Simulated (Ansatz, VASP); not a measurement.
One calculation of Te2Mo, two programs

```
Te Mo
1.0
     3.58397    0.00000    0.00000
    -1.79199    3.10381    0.00000
     0.00000    0.00000   24.97558
Te Mo
4 2
Direct
  0.33333 0.66667 0.22364
  0.66667 0.33333 0.92063
  0.66667 0.33333 0.77636
  0.33333 0.66667 0.07937
  0.66667 0.33333 0.15154
  0.33333 0.66667 0.84846
```

Change from the starting cell: volume scaled by 1.02.

Alike in both runs: task single point; functional LDA; k mesh 9 × 9 × 2; occupations fermi-dirac, width 0.05 eV; no spin polarisation.

|  | VASP | Ansatz |
| --- | --- | --- |
| version | VASP 6.6.1 | Ansatz 0.2.0 |
| potentials or method | VASP PAW LDA potentials, release 64 (Te, Mo_sv), cutoff 520 eV | all-electron LAPW, scalar-relativistic |

Ansatz gave:

```
gap on the k mesh at the Fermi level (eV) : 0.99
least direct gap on the mesh (eV)         : 0.99
rms of the force components (eV/Å)        : 0.292
```

**Question.** Which values does VASP return?

**Answer.** gap on the k mesh at the Fermi level (eV): 0.99; least direct gap on the mesh (eV): 0.99; rms of the force components (eV/Å): 0.271.

LDA's correlation is that of Perdew and Zunger in VASP and of Perdew and Wang (1992) in Ansatz. Atom by atom the forces differ by 0.021 eV/Å (rms over components). Ansatz ran all-electron here, and VASP with PAW potentials.

Spin-orbit coupling is off throughout.
